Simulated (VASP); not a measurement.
A run of VASP 6.6.1 is set up as follows.

File INCAR:

```
  PREC = Accurate
  ENCUT = 520
  EDIFF = 1E-6
  ISMEAR = 0
  SIGMA = 0.15
  LREAL = F
  LASPH = T
  NELM = 60
  ALGO = Fast
  ISIF = 2
  LWAVE = F
  LCHARG = T
  GGA = PE
  LELF = T
  LVHAR = T
  NBANDS = 17
```

Contents of KPOINTS:

```
regular mesh
0
Gamma
  18 18 10
```

Contents of POSCAR:

```
Pt
1.0
    3.0343935762      0.0000000000      0.0000000000
   -1.5171967881      2.6278619220      0.0000000000
    0.0000000000      0.0000000000      4.7813829983
Pt
2
Direct
    0.6666666667      0.3333333333      0.7500000000
    0.3333333333      0.6666666667      0.2500000000
```

Potentials or basis: VASP PAW PBE potentials, release 64 (Pt).

The run is started by

```sh
$ cat potpaw_PBE.64/Pt/POTCAR > POTCAR
$ mpirun -np 1 vasp_std > vasp.out
```

Task: What does it give for the pressure?

Result: -27.0 GPa.

Task: What does it give for the band gap on the k mesh?

Result: Zero (band 10 reaches 7.48 eV, above the bottom of band 11 at 6.66 eV).

Stress tensor (GPa, compression positive):
```
-28.00   0.00   0.00
  0.00 -28.00   0.00
  0.00   0.00 -24.93
```

Caveat: the cell differs from its parent crystal (normal strain along x +0.1000, normal strain along y +0.1000); spin-orbit coupling is left out, which moves the levels of the heavy elements.
